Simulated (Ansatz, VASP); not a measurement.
**Two plane-wave programs on Pt**

File INCAR:

```
PREC = Accurate
ENCUT = 520
EDIFF = 1E-6
ISMEAR = 0
SIGMA = 0.15
LREAL = F
LASPH = T
NELM = 60
ALGO = Normal
ISIF = 2
LWAVE = F
LCHARG = F
GGA = PE
NBANDS = 11
```

KPOINTS

```
Automatic mesh
0
Gamma
  20 20 20
```

Contents of POSCAR:

```
Pt
1.0
    0.0992482356      2.0544384764      2.0544384764
    2.0544384764      0.0992482356      2.0544384764
    2.0544384764      2.0544384764      0.0992482356
Pt
1
Direct
    0.0000000000      0.0000000000      0.0000000000
```

Input for Ansatz:

```yaml
crystal:
  lattice:
    - [0.0992482356, 2.0544384764, 2.0544384764]
    - [2.0544384764, 0.0992482356, 2.0544384764]
    - [2.0544384764, 2.0544384764, 0.0992482356]
  atoms:
    - { symbol: Pt, position: [0.0, 0.0, 0.0] }
basis:
  ecutwfc: 420
kpoints:
  mp_grid: { grid: [20, 20, 20] }
hamiltonian:
  xc: pbe
  pseudopotentials: { kind: paw, azcp: { folder: soft_1 } }
scf:
  occupations: { method: gaussian, width: 0.15 }
output:
  forces: true
  stress: true
  eigenvalues: true
```

Change from the starting cell: equal engineering shear yz, xz and xy +0.0500, equal normal strain along x, y and z +0.0100.

Alike in both runs: task single point; functional PBE; k mesh 20 × 20 × 20; occupations gaussian, width 0.15 eV; no spin polarisation.

|  | VASP | Ansatz |
| --- | --- | --- |
| version | VASP 6.6.1 | Ansatz 0.2.0 |
| potentials or method | VASP PAW PBE potentials, release 64 (Pt), cutoff 520 eV | scalar-relativistic, plane waves, PAW |
| valence electrons in the cell | 10 | 18 |

Ansatz gave:

| Item | Value |
| --- | --- |
| gap on the k mesh at the Fermi level (eV) | none |
| pressure (GPa) | -5.0 |
| traceless stress, the component that is largest in VASP (GPa) | -2.93 |

**Question.** Which values does VASP return?

**Answer.** gap on the k mesh at the Fermi level (eV): none; pressure (GPa): -5.5; traceless stress, the component that is largest in VASP (GPa): -2.94.

A gap of «none» marks a metal or a gap that the smearing closes. With one functional, cell and mesh, what is left measures potentials, basis and numerics. VASP's potentials hold 10 valence electrons a cell and Ansatz's 18, so a difference there can come from the potentials and not from the codes.

Neither program's run includes spin-orbit coupling.
